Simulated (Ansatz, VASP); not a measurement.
# One calculation of W, two programs

File INCAR:

```
PREC = Accurate
ENCUT = 520
EDIFF = 1E-6
ISMEAR = 1
SIGMA = 0.1
LREAL = F
LASPH = T
NELM = 80
ALGO = Normal
ISIF = 2
LWAVE = F
LCHARG = T
GGA = PE
IVDW = 12
LELF = T
LVHAR = T
NBANDS = 13
```

KPOINTS

```
Automatic mesh
0
Gamma
  13 13 13
```

POSCAR

```
W
1.0
   -1.5500431812      1.5500431812      1.5500431812
    1.5500431812     -1.5500431812      1.5500431812
    1.5500431812      1.5500431812     -1.5500431812
W
1
Direct
    0.0000000000      0.0000000000      0.0000000000
```

Input for Ansatz:

```yaml
crystal:
  lattice:
    - [-1.550043181195525, 1.550043181195525, 1.550043181195525]
    - [1.550043181195525, -1.550043181195525, 1.550043181195525]
    - [1.550043181195525, 1.550043181195525, -1.550043181195525]
  atoms:
    - { symbol: W, position: [0.0, 0.0, 0.0] }
basis:
  ecutwfc: 470.0
kpoints:
  mp_grid:
    grid: [13, 13, 13]
hamiltonian:
  xc: pbe
  dispersion: d3bj
scf:
  occupations:
    method: cold
output:
  stress: true
```

Alike in both runs: task single point; functional PBE; dispersion D3(BJ); k mesh 13 × 13 × 13; no spin polarisation.

|  | VASP | Ansatz |
| --- | --- | --- |
| version | VASP 6.6.1 | Ansatz 0.2.0 |
| potentials or method | VASP PAW PBE potentials, release 64 (W_sv), cutoff 520 eV | plane waves, PAW |
| occupations | methfessel-paxton of order 1, width 0.1 eV | cold |
| valence electrons in the cell | 14 | 14 |

VASP gave:

```
pressure (GPa) : 21.2
```

Q: Estimate Ansatz's values.

A: Pressure (GPa): 20.3.

Spin-orbit coupling is off throughout.
